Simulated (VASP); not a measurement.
# Mg8HO8 (a cell with a defect) in VASP: single point with PBE

Aim: the single point of Mg8HO8 (a cell with a defect) with PBE.

Everything below comes from runs of VASP 6.6.1. Logs are shortened: lines on timing, memory, paths and dates and some standing lists are left out, and cuts for length are marked.

**1. The cell of the first run**

The cell holds a defect, 17 atoms: a = 5.910 Å, b = 5.910 Å, c = 5.910 Å, α = 60.00°, β = 60.00°, γ = 60.00°.

**2. Single point, PBE**

INCAR reads:

```
SYSTEM = Mg8HO8
PREC     = Accurate       ! precision mode
ENCUT    = 520            ! plane-wave cutoff, eV
EDIFF    = 1E-7           ! SCF threshold, eV
ISMEAR   = 0              ! smearing method
SIGMA    = 0.05           ! smearing width, eV
LREAL    = Auto         
LASPH    = .True.         ! aspherical terms in the spheres
NELM     = 100            ! most SCF steps
ALGO     = Normal         ! electronic algorithm
ISIF     = 2              ! what is computed and relaxed
LWAVE    = .False.        ! write WAVECAR
LCHARG   = .False.        ! write CHGCAR
GGA      = PE             ! functional
NBANDS   = 46             ! bands
NELECT   = 64.0
```

KPOINTS reads:

```
regular mesh
0
Gamma
  2 2 2
  0 0 0
```

POSCAR reads:

```
Mg8HO8
1.0
    0.0000000000      4.1789000000      4.1789000000
    4.1789000000      0.0000000000      4.1789000000
    4.1789000000      4.1789000000      0.0000000000
Mg O H
8 8 1
Direct
    0.0194377636      0.0187906378     -0.0162418093
    0.0015126437      0.0008012457      0.4963756826
    0.0194481628      0.4774835727     -0.0162412275
    0.0101842738      0.4990928366      0.4911196966
    0.4785376002      0.0186022718     -0.0162503926
    0.4998029433      0.0094575327      0.4911450928
    0.5030280880      0.5023745439     -0.0082861026
    0.4998021387      0.4990862146      0.4911432173
    0.2522719287      0.2514886366      0.2408139689
    0.2565173605      0.2556890978      0.7315870074
    0.2522700749      0.7549150934      0.2408145291
    0.2489787673      0.7520163033      0.7464753647
    0.7556137987      0.2515322722      0.2408080263
    0.7527128438      0.2484887927      0.7463220916
    0.7538532431      0.7530866088      0.2394627950
    0.7527157410      0.7519669765      0.7463300977
    0.8222265279      0.8207102631      1.0358034622
```

Potentials or basis: VASP PAW PBE potentials, release 64 (Mg, O, H).

The run is started by

```sh
> cat potpaw_PBE.64/Mg/POTCAR potpaw_PBE.64/O/POTCAR potpaw_PBE.64/H/POTCAR > POTCAR
> mpirun -np 1 vasp_std > vasp.out
```

OUTCAR:

```text
SYSTEM = Mg8HO8
   PREC = Accurate
   ENCUT = 520
   EDIFF = 1E-7
   ISMEAR = 0
   LREAL = Auto
   LASPH = .True.
   NELM = 100
   ISIF = 2
   GGA = PE
   NELECT = 64.0

 ion  position               nearest neighbor table
   1  0.019  0.019  0.984-  17 1.86  10 1.98  13 2.05  11 2.05  12 2.11  14 2.11  15 2.22   3 2.71
                             5 2.71   4 2.88   6 2.88   2 2.93   7 2.96   7 2.96   2 2.99   6 3.04
   2  0.002  0.001  0.496-  12 2.08  16 2.08  14 2.08   9 2.10  11 2.10  13 2.10   3 2.93   1 2.93
                             5 2.93   6 2.96   8 2.96   4 2.96   4 2.96   8 2.96   6 2.96   5 2.99
   3  0.019  0.477  0.984-  17 1.86  10 1.98  13 2.05   9 2.05  12 2.11  16 2.11  15 2.22   1 2.71
                             5 2.71   4 2.88   8 2.88   2 2.93   7 2.96   7 2.96   2 2.99   8 3.04
   4  0.010  0.499  0.491-  10 2.03  11 2.08   9 2.08  15 2.12  14 2.12  16 2.12   3 2.88   1 2.88
                             8 2.89   6 2.89   7 2.93   2 2.96   2 2.96   7 2.98   6 3.02   8 3.02
   5  0.479  0.019  0.984-  17 1.86  10 1.98   9 2.05  11 2.05  16 2.11  14 2.11  15 2.22   3 2.71
                             1 2.71   6 2.88   8 2.88   2 2.93   7 2.96   7 2.96   2 2.99   8 3.04
   6  0.500  0.009  0.491-  10 2.03   9 2.08  13 2.08  15 2.12  16 2.12  12 2.12   1 2.88   5 2.88
                             4 2.89   8 2.89   7 2.93   2 2.96   2 2.96   7 2.98   8 3.02   4 3.02
   7  0.503  0.502  0.992-  14 2.09  16 2.09  12 2.09  11 2.10   9 2.10  13 2.10   4 2.93   8 2.93
                             6 2.93   5 2.96   5 2.96   1 2.96   3 2.96   1 2.96   3 2.96   6 2.98
   8  0.500  0.499  0.491-  10 2.03  11 2.08  13 2.08  15 2.12  14 2.12  12 2.12   3 2.88   5 2.88
                             4 2.89   6 2.89   7 2.93   2 2.96   2 2.96   7 2.98   6 3.02   4 3.02
   9  0.252  0.251  0.241-   3 2.05   5 2.05   6 2.08   4 2.08   2 2.10   7 2.10
  10  0.257  0.256  0.732-   3 1.98   1 1.98   5 1.98   6 2.03   8 2.03   4 2.03
  11  0.252  0.755  0.241-   1 2.05   5 2.05   8 2.08   4 2.08   2 2.10   7 2.10
  12  0.249  0.752  0.746-   2 2.08   7 2.09   1 2.11   3 2.11   8 2.12   6 2.12
  13  0.756  0.252  0.241-   3 2.05   1 2.05   6 2.08   8 2.08   2 2.10   7 2.10
  14  0.753  0.248  0.746-   2 2.08   7 2.09   5 2.11   1 2.11   4 2.12   8 2.12
  15  0.754  0.753  0.239-  17 0.98   4 2.12   8 2.12   6 2.12   5 2.22   1 2.22   3 2.22
  16  0.753  0.752  0.746-   2 2.08   7 2.09   5 2.11   3 2.11   4 2.12   6 2.12
  17  0.822  0.821  0.036-  15 0.98   3 1.86   1 1.86   5 1.86

  LATTYP: Found a face centered cubic cell.
 ALAT       =     8.3578000000

  Lattice vectors:

 A1 = (   0.0000000000,   4.1789000000,   4.1789000000)
 A2 = (   4.1789000000,   0.0000000000,   4.1789000000)
 A3 = (   4.1789000000,   4.1789000000,   0.0000000000)

Analysis of symmetry for initial positions (statically):
=====================================================================
 Subroutine PRICEL returns:
 Original cell was already a primitive cell.

 Routine SETGRP: Setting up the symmetry group for a
 face centered cubic supercell.

 Subroutine GETGRP returns: Found  1 space group operations
 (whereof  1 operations were pure point group operations)
 out of a pool of 48 trial point group operations.

The static configuration has the point symmetry C_1 .

Analysis of symmetry for dynamics (positions and initial velocities):
=====================================================================
 Subroutine PRICEL returns:
 Original cell was already a primitive cell.

 Routine SETGRP: Setting up the symmetry group for a
 face centered cubic supercell.

 Subroutine GETGRP returns: Found  1 space group operations
 (whereof  1 operations were pure point group operations)
 out of a pool of 48 trial point group operations.

The dynamic configuration has the point symmetry C_1 .

 Subroutine INISYM returns: Found  1 space group operations
 (whereof  1 operations are pure point group operations),
 and found     1 'primitive' translations

----------------------------------------------------------------------------------------

                                     Primitive cell

  volume of cell :     145.9540

  direct lattice vectors                    reciprocal lattice vectors
     0.000000000  4.178900000  4.178900000    -0.119648711  0.119648711  0.119648711
     4.178900000  0.000000000  4.178900000     0.119648711 -0.119648711  0.119648711
     4.178900000  4.178900000  0.000000000     0.119648711  0.119648711 -0.119648711

  length of vectors
     5.909857056  5.909857056  5.909857056     0.207237647  0.207237647  0.207237647

  position of ions in fractional coordinates (direct lattice)
     0.019437764  0.018790638  0.983758191
     0.001512644  0.000801246  0.496375683
     0.019448163  0.477483573  0.983758773
[... 47 lines left out ...]
     0.059824356 -0.059824356  0.059824356     0.000000000  0.500000000  0.000000000
     0.059824356  0.059824356 -0.059824356     0.000000000  0.000000000  0.500000000

  Length of vectors
     0.103618824  0.103618824  0.103618824

  Shift w.r.t. Gamma in fractional coordinates (k-lattice)
     0.000000000  0.000000000  0.000000000

 Subroutine IBZKPT returns following result:
 ===========================================

 Found      8 irreducible k-points:

 Following reciprocal coordinates:
            Coordinates               Weight
  0.000000  0.000000  0.000000      1.000000
  0.500000  0.000000  0.000000      1.000000
  0.000000  0.500000  0.000000      1.000000
  0.000000  0.000000  0.500000      1.000000
  0.500000  0.500000  0.500000      1.000000
  0.500000  0.500000  0.000000      1.000000
  0.000000  0.500000  0.500000      1.000000
  0.500000  0.000000  0.500000      1.000000
   k-points           NKPTS =      8   k-points in BZ     NKDIM =      8   number of bands    NBANDS=     46
   number of dos      NEDOS =    301   number of ions     NIONS =     17
   total plane-waves  NPLWV = 110592
   dimension x,y,z NGX =    48 NGY =   48 NGZ =   48
   dimension x,y,z NGXF=    96 NGYF=   96 NGZF=   96
   ions per type =               8   8   1
   NGX,Y,Z   is equivalent  to a cutoff of  13.50, 13.50, 13.50 a.u.
   NGXF,Y,Z  is equivalent  to a cutoff of  27.01, 27.01, 27.01 a.u.
 SYSTEM =  Mg8HO8
   PREC   = accura    normal or accurate (medium, high low for compatibility)
   ISTART =      0    job   : 0-new  1-cont  2-samecut
   ICHARG =      2    charge: 1-file 2-atom 10-const
   ISPIN  =      1    spin polarized calculation?
   LNONCOLLINEAR =      F non collinear calculations
   LSORBIT =      F    spin-orbit coupling
   LASPH  =      T    aspherical Exc in radial PAW
   ENCUT  =  520.0 eV  38.22 Ry    6.18 a.u.  10.99 10.99 10.99*2*pi/ulx,y,z
   NELM   =    100;   NELMIN=  2; NELMDL= -5     # of ELM steps
   EDIFF  = 0.1E-06   stopping-criterion for ELM
   LREAL  =      T    real-space projection
   EDIFFG = 0.1E-05   stopping-criterion for IOM
   NSW    =      0    number of steps for IOM
   IBRION =     -1    ionic relax: 0-MD 1-quasi-New 2-CG
   NFREE  =      0    steps in history (QN), initial steepest desc. (CG)
   ISIF   =      2    stress and relaxation
   ISYM   =      2    0-nonsym 1-usesym 2-fastsym
   POTIM  = 0.5000    time-step for ionic-motion
   TEBEG  =    0.0;   TEEND  =   0.0 temperature during run
   PSTRESS=    0.0 pullay stress
   NELECT =      64.0000    total number of electrons
   NUPDOWN=      -1.0000    fix difference up-down
   EMIN   =  10.00;   EMAX   =-10.00  energy-range for DOS
   EFERMI =   0.00;   METHOD = LEGACY
   ISMEAR =     0;   SIGMA  =   0.05  broadening in eV -4-tet -1-fermi 0-gaus
   EFERMI_NEDOS =   21; number of points for ismear=-14 and -15
   IALGO  =     38    algorithm
   IMIX   =      4    mixing-type and parameters
     AMIX     =   0.40;   BMIX     =  1.00
     AMIX_MAG =   1.60;   BMIX_MAG =  1.00
  volume/ion in A,a.u.               =       8.59        57.94
  Fermi-wavevector in a.u.,A,eV,Ry     =   1.243740  2.350327 21.046696  1.546889
  Thomas-Fermi vector in A             =   2.378037
   LORBIT       =      0    0 simple, 1 ext, 2 COOP (PROOUT), +10 PAW based schemes
   GGA     = PE    functional components
   LHFCALC =     F    Hartree Fock is set to
   AEXX    =    0.0000 exact exchange contribution
   IVDW    =     0    specifies the selected vdW correction
   LEPSILON=     F    determine dielectric tensor
   LRPA    =     F    only Hartree local field effects (RPA)
 non-spin polarized calculation
 Gauss-broadening in eV      SIGMA  =   0.05
  energy-cutoff  :      520.00
  volume of cell :      145.95
 maximum number of plane-waves:      3940
 NGX is ok and might be reduce to    48
   NGX = 21   NGY = 21   NGZ = 21

 number of electron      64.0000001 magnetization

 Free energy of the ion-electron system (eV)
  ---------------------------------------------------
  ext. energy  EPLUGINS =         0.00000000
  ---------------------------------------------------
  free energy    TOTEN  =      -102.08797810 eV

  energy without entropy =     -102.08797810  energy(sigma->0) =     -102.08797810

 E-fermi :   3.7719     XC(G=0): -11.1659

 val. band max:        3.5045783011   @ k =   0.0000   0.0000   0.0000
 cond. band min:       7.9087920483   @ k =   0.0000   0.0000   0.0000
 fundamental gap:      4.4042137472
 Fermi energy:         3.7718555104

 k-point     1 :       0.0000    0.0000    0.0000
  band No.  band energies     occupation
      1     -16.5243      2.00000
      2     -13.6326      2.00000
      3     -12.6886      2.00000
      4     -12.3452      2.00000
      5     -12.3347      2.00000
      6     -12.3337      2.00000
[... 365 lines left out ...]
     43      15.1463      0.00000
     44      15.1642      0.00000
 [bands above 44 left out]

------------------------ aborting loop because EDIFF is reached ----------------------------------------

  FORCE on cell =-STRESS in cart. coord.  units (eV):
  Direction    XX          YY          ZZ          XY          YZ          ZX
  --------------------------------------------------------------------------------------
  -------------------------------------------------------------------------------------
  Total        3.7812194      3.7582006      3.7840600     -1.9210797      1.9201911      1.9455341
  in kB       41.5074952     41.2548115     41.5386771    -21.0882254     21.0784705     21.3566683
  external PRESSURE =      41.4336613 kB  Pullay stress =       0.0000000 kB

 VOLUME and BASIS-vectors are now :
 -----------------------------------------------------------------------------
  energy-cutoff  :      520.00
  volume of cell :      145.95
      direct lattice vectors                 reciprocal lattice vectors
     0.000000000  4.178900000  4.178900000    -0.119648711  0.119648711  0.119648711
     4.178900000  0.000000000  4.178900000     0.119648711 -0.119648711  0.119648711
     4.178900000  4.178900000  0.000000000     0.119648711  0.119648711 -0.119648711

 POSITION                                       TOTAL-FORCE (eV/Angst)
 -----------------------------------------------------------------------------------
      4.18955      4.19226      0.15975         0.001508      0.002672      0.021282
      2.07765      2.08063      0.00967        -0.000135      0.000486      0.000349
      6.10639      4.19230      2.07663        -0.020427      0.002420     -0.000837
      4.13800      2.09490      2.12822        -0.000008      0.011235     -0.000280
      4.18873      6.11075      2.07750         0.003636     -0.023174     -0.003083
      2.09197      4.14107      2.12815         0.009536      0.000568     -0.000207
[... 9 lines left out ...]
      6.26123      6.26436      6.28792         0.002465      0.003750      0.003562
      3.57929      3.58562      6.86567        -0.069347     -0.074593      0.069655
 -----------------------------------------------------------------------------------
    total drift:                               -0.008336     -0.008618      0.006281

  FREE ENERGIE OF THE ION-ELECTRON SYSTEM (eV)
  ---------------------------------------------------
  free  energy   TOTEN  =      -102.0879780997 eV

  energy  without entropy=     -102.0879780997  energy(sigma->0) =     -102.08797810
```

It took 2.4 min on 1 thread of Intel Xeon Platinum 8488C (Sapphire Rapids), shared host; peak memory 0.32 GiB.

Results:

```yaml
Free_energy: -102.0880 eV
Largest_force: 0.134 eV/Å
```

Forces in eV/Å, atoms in the order of the input:
```
Mg   0.002  0.003  0.021
Mg   0.000  0.000  0.000
Mg  -0.020  0.002 -0.001
Mg   0.000  0.011  0.000
Mg   0.004 -0.023 -0.003
Mg   0.010  0.001  0.000
Mg   0.007  0.007 -0.006
Mg   0.000  0.001 -0.010
O   -0.001 -0.002 -0.001
O   -0.005 -0.005  0.006
O    0.001 -0.003  0.002
O    0.001 -0.003 -0.001
O   -0.001  0.002  0.002
O   -0.004  0.003 -0.003
O    0.076  0.077 -0.078
O    0.002  0.004  0.004
H   -0.069 -0.075  0.070
```

Levels at points of the mesh, in eV from the Fermi level:
```
           k point  band 29  band 30  band 31  band 32  band 33  band 34  band 35  band 36
(0.00, 0.00, 0.00)    -0.69    -0.32    -0.27    -0.27     4.14     6.31     7.70     7.88
(0.50, 0.00, 0.00)    -0.63    -0.59    -0.56    -0.54     5.78     7.09     8.28     9.34
(0.00, 0.50, 0.00)    -0.63    -0.59    -0.56    -0.54     5.77     7.09     8.28     9.34
(0.00, 0.00, 0.50)    -0.64    -0.64    -0.53    -0.53     6.44     7.02     8.10     9.37
(0.50, 0.50, 0.50)    -0.63    -0.59    -0.56    -0.54     5.78     7.09     8.28     9.34
(0.50, 0.50, 0.00)    -0.84    -0.80    -0.77    -0.68     6.69     7.94     8.65     9.20
(0.00, 0.50, 0.50)    -0.84    -0.80    -0.77    -0.68     6.69     7.93     8.65     9.20
(0.50, 0.00, 0.50)    -0.83    -0.80    -0.77    -0.68     6.68     7.94     8.65     9.20
```

Caveat: the k points lie up to 0.65 Å⁻¹ apart; the cell carries a net charge on a neutralising background, which shifts energy and pressure; the cell is charged against a uniform background, so pressure and absolute levels hang on convention.
